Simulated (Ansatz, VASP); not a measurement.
## Bi2Te3: VASP beside Ansatz

INCAR

```
PREC     = Accurate       # precision mode
ENCUT    = 520            # plane-wave cutoff, eV
EDIFF    = 1E-8           # SCF threshold, eV
ISMEAR   = -1             # smearing method
SIGMA    = 0.08           # smearing width, eV
LREAL    = False          # projectors in reciprocal space
LASPH    = True           # aspherical terms in the spheres
NELM     = 100            # most SCF steps
ALGO     = Normal         # electronic algorithm
ISIF     = 2              # what is computed and relaxed
LWAVE    = False          # write WAVECAR
LCHARG   = False          # write CHGCAR
GGA      = PS             # functional
LEFG     = True         
NBANDS   = 32             # bands
```

Contents of KPOINTS:

```
regular mesh
0
Gamma
  7 7 7
```

The input POSCAR:

```
Bi2Te3
1.0
    2.2149305640      1.2787907573     10.1656700000
   -2.2149305640      1.2787907573     10.1656700000
    0.0000000000     -2.5575815146     10.1656700000
Bi Te
2 3
Direct
    0.4000000000      0.4000000000      0.4000000000
    0.6000000000      0.6000000000      0.6000000000
    0.0000000000      0.0000000000      0.0000000000
    0.2095000000      0.2095000000      0.2095000000
    0.7905000000      0.7905000000      0.7905000000
```

Input for Ansatz:

```yaml
crystal:
  lattice:
    - [2.214930564, 1.2787907573, 10.16567]
    - [-2.214930564, 1.2787907573, 10.16567]
    - [0.0, -2.5575815146, 10.16567]
  atoms:
    - { symbol: Bi, position: [0.4, 0.4, 0.4] }
    - { symbol: Bi, position: [0.6, 0.6, 0.6] }
    - { symbol: Te, position: [0.0, 0.0, 0.0] }
    - { symbol: Te, position: [0.2095, 0.2095, 0.2095] }
    - { symbol: Te, position: [0.7905, 0.7905, 0.7905] }
kpoints:
  mp_grid: { grid: [7, 7, 7] }
scf:
  occupations: { method: fermi_dirac, width: 0.08 }
hamiltonian:
  xc: pbesol
  pseudopotentials: { kind: all_electron, datasets: crystal }
output:
  forces: true
  stress: true
  eigenvalues: true
  efg: { contact_densities: true }
```

Change from the starting cell: equal xx and yy strain of +1 %, crystal datasets.

Alike in both runs: task electric field gradients; functional PBEsol; k mesh 7 × 7 × 7; occupations fermi-dirac, width 0.08 eV; no spin polarisation.

|  | VASP | Ansatz |
| --- | --- | --- |
| version | VASP 6.6.1 | Ansatz 0.2.0 |
| potentials or method | VASP PAW PBE potentials, release 64 (Bi_d, Te), cutoff 520 eV | all-electron PAW with datasets made for the crystal, scalar-relativistic |

|  | VASP | Ansatz | Ansatz less VASP |
| --- | --- | --- | --- |
| pressure (GPa) | -1.5 | -1.5 | 0.00 |
| rms of the force components (eV/Å) | 0.076 | 0.082 | +0.0062 |
| size of Vzz on the site where it differs most (V/Å²) | 83.8 | 88.2 | +4.45 |

VASP's potentials were made for PBE, not for PBEsol. Atom by atom the forces differ by 0.006 eV/Å (rms over components). Ansatz ran all-electron here, and VASP with PAW potentials.

Neither program's run includes spin-orbit coupling.
